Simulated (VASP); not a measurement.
# Ga9N8 (a cell with a defect) in VASP: a series of runs

Ga9N8 (a cell with a defect) is run at these levels: PBE; tasks: single point.

All numbers are computed with VASP 6.6.1; they aren't measurements. Logs are shortened: lines on timing, memory, paths and dates and some standing lists are left out, and cuts for length are marked.

**1. The cell of the first run**

The cell holds a defect, 17 atoms: a = 6.433 Å, b = 6.433 Å, c = 6.433 Å, α = 60.00°, β = 60.00°, γ = 60.00°.

**2. Single point, PBE**

Input file INCAR:

```
PREC = Accurate ; ENCUT = 520
EDIFF = 1E-7 ; ISMEAR = 0
SIGMA = 0.02 ; LREAL = Auto
LASPH = True ; NELM = 60
ALGO = Normal ; ISIF = 2
LWAVE = False ; LCHARG = False
GGA = PE ; NBANDS = 92
```

Input file KPOINTS:

```
regular mesh
0
Gamma
  3 3 3
```

Input file POSCAR:

```
Ga9N8
1.0
    4.5484769843      0.0000000000      4.5484769843
    0.0000000000     -4.5484769843      4.5484769843
    4.5484769843     -4.5484769843      0.0000000000
Ga N
9 8
Direct
   -0.0291595408      0.5186128254      0.5342233254
   -0.0078802202      0.0122748780      0.4664699871
    0.4949590836      0.4974465096      0.5071910901
    0.5237205790      0.0122403609      0.4665192343
   -0.0202611776      0.4720541639      1.0334308641
   -0.0504336948      0.1708471875      0.9245509023
    0.5091530655      0.4720786776      1.0335147383
    0.5074084156     -0.0121215300      0.9918998196
    0.1922081838      0.7937781179      0.8162988431
    0.1268241000      0.5788252879      0.1619072719
    0.1446152201      0.1045391681      0.1134852395
    0.6132702242      0.6225581683      0.1454054846
    0.6318963490      0.1045567564      0.1135311890
    0.1253220588      0.6471024279      0.6474946471
    0.1519892268      0.1296067897      0.5610191079
    0.5745603438      0.6470925345      0.6475737945
    0.6246778888      0.1274417793      0.6178089962
```

Potentials or basis: VASP PAW PBE potentials, release 64 (Ga_d, N).

Started as:

```sh
$ cat potpaw_PBE.64/Ga_d/POTCAR potpaw_PBE.64/N/POTCAR > POTCAR
$ mpirun -np 1 vasp_std > vasp.out
```

OUTCAR:

```text
PREC = Accurate
   ENCUT = 520
   EDIFF = 1E-7
   ISMEAR = 0
   LREAL = Auto
   LASPH = True
   NELM = 60
   ISIF = 2
   GGA = PE

 ion  position               nearest neighbor table
   1  0.971  0.519  0.534-  10 1.99  14 2.09  16 2.09  15 2.12   6 2.38
   2  0.992  0.012  0.466-  11 1.86  17 1.94  14 1.96  15 1.96   9 2.57   5 2.87
   3  0.495  0.497  0.507-  12 1.90  17 1.94  14 1.96  16 1.96   9 2.75
   4  0.524  0.012  0.467-  13 1.86  17 1.94  15 1.96  16 1.96   9 2.57   7 2.87
   5  0.980  0.472  0.033-  12 1.93  11 1.95  10 2.01  14 2.06   9 2.48   6 2.48   2 2.87
   6  0.950  0.171  0.925-  13 1.92  11 1.92  15 2.11   9 2.37   1 2.38   5 2.48   7 2.48
   7  0.509  0.472  0.034-  12 1.93  13 1.95  10 2.01  16 2.06   9 2.48   6 2.48   4 2.87
   8  0.507  0.988  0.992-  11 1.91  13 1.91  12 1.93  17 1.97
   9  0.192  0.794  0.816-  10 1.90  15 1.94  16 2.04  14 2.04   6 2.37   7 2.48   5 2.48   2 2.57
                             4 2.57   3 2.75
  10  0.127  0.579  0.162-   9 1.90   1 1.99   5 2.01   7 2.01
  11  0.145  0.105  0.113-   2 1.86   8 1.91   6 1.92   5 1.95
  12  0.613  0.623  0.145-   3 1.90   8 1.93   5 1.93   7 1.93
  13  0.632  0.105  0.114-   4 1.86   8 1.91   6 1.92   7 1.95
  14  0.125  0.647  0.647-   3 1.96   2 1.96   9 2.04   5 2.06   1 2.09
  15  0.152  0.130  0.561-   9 1.94   4 1.96   2 1.96   6 2.11   1 2.12
  16  0.575  0.647  0.648-   3 1.96   4 1.96   9 2.04   7 2.06   1 2.09
  17  0.625  0.127  0.618-   2 1.94   4 1.94   3 1.94   8 1.97

  LATTYP: Found a face centered cubic cell.
 ALAT       =     9.0969539686

  Lattice vectors:

 A1 = (   4.5484769843,   0.0000000000,   4.5484769843)
 A2 = (   0.0000000000,  -4.5484769843,   4.5484769843)
 A3 = (   4.5484769843,  -4.5484769843,   0.0000000000)

Analysis of symmetry for initial positions (statically):
=====================================================================
 Subroutine PRICEL returns:
 Original cell was already a primitive cell.

 Routine SETGRP: Setting up the symmetry group for a
 face centered cubic supercell.

 Subroutine GETGRP returns: Found  1 space group operations
 (whereof  1 operations were pure point group operations)
 out of a pool of 48 trial point group operations.

The static configuration has the point symmetry C_1 .

Analysis of symmetry for dynamics (positions and initial velocities):
=====================================================================
 Subroutine PRICEL returns:
 Original cell was already a primitive cell.

 Routine SETGRP: Setting up the symmetry group for a
 face centered cubic supercell.

 Subroutine GETGRP returns: Found  1 space group operations
 (whereof  1 operations were pure point group operations)
[... 130 lines left out ...]
   TEBEG  =    0.0;   TEEND  =   0.0 temperature during run
   PSTRESS=    0.0 pullay stress
   NELECT =     157.0000    total number of electrons
   NUPDOWN=      -1.0000    fix difference up-down
   EMIN   =  10.00;   EMAX   =-10.00  energy-range for DOS
   EFERMI =   0.00;   METHOD = LEGACY
   ISMEAR =     0;   SIGMA  =   0.02  broadening in eV -4-tet -1-fermi 0-gaus
   EFERMI_NEDOS =   21; number of points for ismear=-14 and -15
   IALGO  =     38    algorithm
   IMIX   =      4    mixing-type and parameters
     AMIX     =   0.40;   BMIX     =  1.00
     AMIX_MAG =   1.60;   BMIX_MAG =  1.00
  volume/ion in A,a.u.               =      11.07        74.71
  Fermi-wavevector in a.u.,A,eV,Ry     =   1.541104  2.912265 32.313873  2.375003
  Thomas-Fermi vector in A             =   2.647097
   LORBIT       =      0    0 simple, 1 ext, 2 COOP (PROOUT), +10 PAW based schemes
   GGA     = PE    functional components
   LHFCALC =     F    Hartree Fock is set to
   AEXX    =    0.0000 exact exchange contribution
   IVDW    =     0    specifies the selected vdW correction
   LEPSILON=     F    determine dielectric tensor
   LRPA    =     F    only Hartree local field effects (RPA)
 non-spin polarized calculation
 Gauss-broadening in eV      SIGMA  =   0.02
  energy-cutoff  :      520.00
  volume of cell :      188.20
 maximum number of plane-waves:      5066
   NGX = 23   NGY = 23   NGZ = 23

 number of electron     157.0000004 magnetization

 Free energy of the ion-electron system (eV)
  ---------------------------------------------------
  ext. energy  EPLUGINS =         0.00000000
  ---------------------------------------------------
  free energy    TOTEN  =       -90.46253949 eV

  energy without entropy =      -90.46187370  energy(sigma->0) =      -90.46220659

 E-fermi :   8.9191     XC(G=0): -11.9986

 val. band max:        8.9095630774   @ k =   0.0000   0.3333   0.0000
 cond. band min:       8.9891932696   @ k =   0.3333   0.3333   0.0000
 fundamental gap:      0.0796301922
 Fermi energy:         8.9191017713

 k-point     1 :       0.0000    0.0000    0.0000
  band No.  band energies     occupation
      1     -10.6071      2.00000
      2      -9.7226      2.00000
      3      -9.6037      2.00000
      4      -9.5458      2.00000
      5      -9.4189      2.00000
      6      -9.3684      2.00000
[... 1291 lines left out ...]
     89      12.7746      0.00000
     90      12.9356      0.00000
 [bands above 90 left out]

------------------------ aborting loop because EDIFF is reached ----------------------------------------

  FORCE on cell =-STRESS in cart. coord.  units (eV):
  Direction    XX          YY          ZZ          XY          YZ          ZX
  --------------------------------------------------------------------------------------
  -------------------------------------------------------------------------------------
  Total       28.3004453     24.7767116     28.2960483      4.6039213     -4.5973972     -2.4537193
  in kB      240.9216628    210.9241210    240.8842307     39.1931775    -39.1376382    -20.8885103
  external PRESSURE =     230.9100048 kB  Pullay stress =       0.0000000 kB

 VOLUME and BASIS-vectors are now :
 -----------------------------------------------------------------------------
  energy-cutoff  :      520.00
  volume of cell :      188.20
      direct lattice vectors                 reciprocal lattice vectors
     4.548476984  0.000000000  4.548476984     0.109926906  0.109926906  0.109926906
     0.000000000 -4.548476984  4.548476984    -0.109926906 -0.109926906  0.109926906
     4.548476984 -4.548476984  0.000000000     0.109926906 -0.109926906 -0.109926906

 POSITION                                       TOTAL-FORCE (eV/Angst)
 -----------------------------------------------------------------------------------
      6.84575     -4.78880      6.77474        -0.008102     -0.007251      0.008489
      6.63436     -2.17756      4.56847        -0.015675      0.021217      0.007966
      4.55826     -4.56957      4.51393        -0.006926      0.007832      0.005544
      4.50408     -2.17763      2.43781        -0.009378      0.018150      0.016556
      4.60838     -2.29919      6.60345        -0.006418      0.001256     -0.017193
      8.52438     -4.98239      5.09617         0.005645     -0.027554     -0.006368
[... 9 lines left out ...]
      5.55885     -5.88876      5.55666        -0.009046      0.009747      0.004184
      5.65142     -3.38976      3.42100        -0.002892      0.005616      0.002459
 -----------------------------------------------------------------------------------
    total drift:                                0.004138     -0.004506      0.001765

  FREE ENERGIE OF THE ION-ELECTRON SYSTEM (eV)
  ---------------------------------------------------
  free  energy   TOTEN  =       -90.4625394901 eV

  energy  without entropy=      -90.4618736979  energy(sigma->0) =      -90.46220659
```

OSZICAR:

```text
N       E                     dE             d eps       ncg     rms          rms(c)
DAV:   1     0.238631612781E+04    0.23863E+04   -0.63158E+04  2744   0.327E+03
DAV:   2     0.506382273260E+03   -0.18799E+04   -0.17965E+04  2576   0.914E+02
DAV:   3    -0.360574217796E+02   -0.54244E+03   -0.51519E+03  3200   0.300E+02
[... 11 lines left out ...]
DAV:  15    -0.904625241390E+02   -0.27480E-04   -0.35786E-04  3240   0.229E-01    0.135E-02
DAV:  16    -0.904625343903E+02   -0.10251E-04   -0.12325E-04  3904   0.121E-01    0.698E-03
DAV:  17    -0.904625385601E+02   -0.41699E-05   -0.42758E-05  3576   0.593E-02    0.413E-03
DAV:  18    -0.904625394231E+02   -0.86296E-06   -0.11943E-05  3928   0.314E-02    0.283E-03
DAV:  19    -0.904625394957E+02   -0.72592E-07   -0.26356E-06  2888   0.145E-02    0.154E-03
DAV:  20    -0.904625394901E+02    0.55370E-08   -0.41194E-07  2416   0.115E-02
   1 F= -.90462539E+02 E0= -.90462207E+02  d E =-.665792E-03
```

stdout:

```text
POSCAR found type information on POSCAR GaN
 POSCAR found :  2 types and      17 ions
 scaLAPACK will be used
 LDA part: xc-table for (Slater+PW92), standard interpolation
 POSCAR, INCAR and KPOINTS ok, starting setup
 FFT: planning ... GRIDC
 FFT: planning ... GRID_SOFT
 FFT: planning ... GRID
 WAVECAR not read
 entering main loop
```

Wall time 7 min (1 thread of Intel Xeon 6975P-C (Granite Rapids), shared host); peak memory 0.4 GiB.

Results:

```
Free energy            : -90.4625 eV
Pressure               : 23.1 GPa
Largest force          : 0.034 eV/Å
Band gap on the k mesh : zero (an odd number of electrons rules out a gap without spin polarisation)
```

Forces in eV/Å, atoms in the order of the input:
```
Ga  -0.008 -0.007  0.008
Ga  -0.016  0.021  0.008
Ga  -0.007  0.008  0.006
Ga  -0.009  0.018  0.017
Ga  -0.006  0.001 -0.017
Ga   0.006 -0.028 -0.006
Ga   0.021  0.004  0.007
Ga   0.012 -0.020 -0.009
Ga   0.004 -0.016 -0.005
N    0.011 -0.015 -0.009
N    0.018 -0.002 -0.011
N    0.000 -0.011 -0.002
N    0.010 -0.001 -0.018
N   -0.005  0.008  0.009
N   -0.018  0.024  0.017
N   -0.009  0.010  0.004
N   -0.003  0.006  0.002
```

Caveat: the k points lie up to 0.40 Å⁻¹ apart, too coarse for converged energies and pressures of a metal.

**3. Single point, PBE**

Input file INCAR:

```
  PREC = Accurate
  ENCUT = 520
  EDIFF = 1E-6
  ISMEAR = 0
  SIGMA = 0.02
  LREAL = Auto
  LASPH = T
  NELM = 80
  ALGO = Normal
  ISIF = 2
  LWAVE = F
  LCHARG = F
  GGA = PE
  NBANDS = 92
```

Input file KPOINTS:

```
Automatic mesh
0
Gamma
  3 3 3
```

Input file POSCAR:

```
Ga9N8
1.0
    4.5484769843      0.0000000000      4.5484769843
    0.0000000000     -4.5484769843      4.5484769843
    4.5484769843     -4.5484769843      0.0000000000
Ga N
9 8
Direct
   -0.0242310779      0.5104514122      0.5378372823
   -0.0140464600      0.0062205437      0.4788629265
    0.4934921091      0.4970704497      0.5012784516
    0.5204154068      0.0169440233      0.4578564445
   -0.0193702200      0.4736095197      1.0468770132
   -0.0438652324      0.1577569816      0.9337466177
    0.5377359297      0.4725631255      1.0104757078
    0.4999707612     -0.0083464202      0.9911386857
    0.2099568720      0.7821446634      0.8155967399
    0.1382121977      0.5783700806      0.1639764261
    0.1375003110      0.1078358760      0.1246714014
    0.6153543284      0.6272117040      0.1410065396
    0.6311080632      0.1052115910      0.1072065445
    0.1246242428      0.6414359158      0.6566906924
    0.1472227962      0.1227869245      0.5720819318
    0.5883435289      0.6480589020      0.6264083582
    0.6181234971      0.1274319958      0.6166124419
```

Potentials or basis: VASP PAW PBE potentials, release 64 (Ga_d, N).

Started as:

```sh
$ cat potpaw_PBE.64/Ga_d/POTCAR potpaw_PBE.64/N/POTCAR > POTCAR
$ mpirun -np 1 vasp_std > vasp.out
```

Wall time 6.8 min (1 thread of Intel Xeon 6975P-C (Granite Rapids), shared host); peak memory 0.4 GiB.

The run converged. Its results:

```yaml
Free_energy: -90.4107 eV
Pressure: 23.4 GPa
Largest_force: 0.204 eV/Å
Band_gap_on_the_k_mesh: zero (an odd number of electrons rules out a gap without spin polarisation)
```

Forces in eV/Å, atoms in the order of the input:
```
Ga  -0.030 -0.022  0.034
Ga  -0.033  0.050  0.032
Ga   0.019 -0.025  0.014
Ga   0.033  0.024  0.001
Ga  -0.022  0.058 -0.012
Ga  -0.068 -0.050  0.089
Ga  -0.008 -0.128 -0.159
Ga   0.048  0.018 -0.012
Ga  -0.071 -0.099 -0.018
N    0.050  0.065  0.011
N    0.021  0.070 -0.006
N    0.026  0.001 -0.011
N    0.067  0.032 -0.016
N   -0.019  0.008  0.022
N   -0.071  0.055  0.071
N    0.038 -0.063 -0.039
N    0.019  0.005  0.000
```

Stress tensor (GPa, compression positive):
```
24.01  3.43 -1.94
 3.43 21.56 -4.04
-1.94 -4.04 24.52
```

Levels at points of the mesh, in eV from the Fermi level:
```csv
k point,band 76,band 77,band 78,band 79,band 80,band 81
"(0.00, 0.00, 0.00)",-3.41,-3.10,-2.70,-1.58,-0.61,-0.38
```

Caveat: the k points lie up to 0.40 Å⁻¹ apart, too coarse for converged energies and pressures of a metal.

**4. Single point, PBE**

Input file INCAR:

```
ALGO     = Normal         # electronic algorithm
EDIFF    = 1E-6           # SCF threshold, eV
ENCUT    = 520            # plane-wave cutoff, eV
GGA      = PE             # functional
ISIF     = 2              # what is computed and relaxed
ISMEAR   = 0              # smearing method
LASPH    = True           # aspherical terms in the spheres
LCHARG   = False          # write CHGCAR
LREAL    = Auto         
LWAVE    = False          # write WAVECAR
NBANDS   = 92             # bands
NELM     = 100            # most SCF steps
PREC     = Accurate       # precision mode
SIGMA    = 0.02           # smearing width, eV
```

Input file KPOINTS:

```
k-points
0
Gamma
  3 3 3
```

Input file POSCAR:

```
Ga9N8
1.0
    4.5484769843      0.0000000000      4.5484769843
    0.0000000000     -4.5484769843      4.5484769843
    4.5484769843     -4.5484769843      0.0000000000
Ga N
9 8
Direct
   -0.0103110338      0.4924343924      0.5430306691
   -0.0098720957     -0.0006375761      0.4913532613
    0.4966256854      0.4928644264      0.4913584278
    0.5190591286      0.0217966366      0.4535303811
   -0.0239809942      0.4787464040      1.0550047888
   -0.0317900916      0.1068468636      0.9638598843
    0.6040839625      0.4709462107      0.9638795613
    0.4948194764     -0.0024524693      0.9907547110
    0.2459467210      0.7486991826      0.8171691344
    0.1051994990      0.6079018339      0.1713603263
    0.1322985698      0.1146089123      0.1345681207
    0.6118816275      0.6350265177      0.1345724079
    0.6172123130      0.1199350908      0.1048331126
    0.1297089118      0.6324464233      0.6604784437
    0.1468660834      0.1096081176      0.5954955932
    0.6068618154      0.6496038147      0.5955085646
    0.6212926898      0.1240279993      0.6155663774
```

Started as:

```sh
$ cat potpaw_PBE.64/Ga_d/POTCAR potpaw_PBE.64/N/POTCAR > POTCAR
$ mpirun -np 1 vasp_std > vasp.out
```

Wall time 5.6 min (1 thread of Intel Xeon 6975P-C (Granite Rapids), shared host); peak memory 0.4 GiB.

Results (log left out):

```
Free energy            : -90.1917 eV
Pressure               : 23.7 GPa
Largest force          : 0.039 eV/Å
Band gap on the k mesh : zero (an odd number of electrons rules out a gap without spin polarisation)
```

Forces in eV/Å, atoms in the order of the input:
```
Ga   0.001 -0.001 -0.004
Ga  -0.011  0.017  0.018
Ga  -0.017  0.013  0.019
Ga  -0.019  0.019  0.014
Ga  -0.008  0.007 -0.025
Ga   0.017 -0.026 -0.011
Ga   0.025 -0.019 -0.009
Ga   0.013 -0.012 -0.014
Ga   0.021 -0.022 -0.024
N    0.010 -0.010  0.020
N    0.016  0.005 -0.005
N   -0.005 -0.015 -0.004
N    0.010 -0.009 -0.017
N   -0.008  0.008  0.002
N   -0.026  0.016  0.022
N   -0.016  0.027  0.021
N   -0.002  0.002 -0.003
```

Stress tensor (GPa, compression positive):
```
22.91  3.09  1.03
 3.09 22.91 -1.03
 1.03 -1.03 25.18
```

Levels at points of the mesh, in eV from the Fermi level:
| k point | band 74 | band 75 | band 76 | band 77 | band 78 | band 79 | band 80 | band 81 | band 82 | band 83 |
| --- | --- | --- | --- | --- | --- | --- | --- | --- | --- | --- |
| (0.00, 0.00, 0.00) | -3.83 | -3.69 | -3.28 | -2.74 | -2.59 | -1.68 | -0.56 | -0.28 | -0.07 | 0.72 |

Caveat: the k points lie up to 0.40 Å⁻¹ apart, too coarse for converged energies and pressures of a metal.

(Part 1 of 2 ends here.)
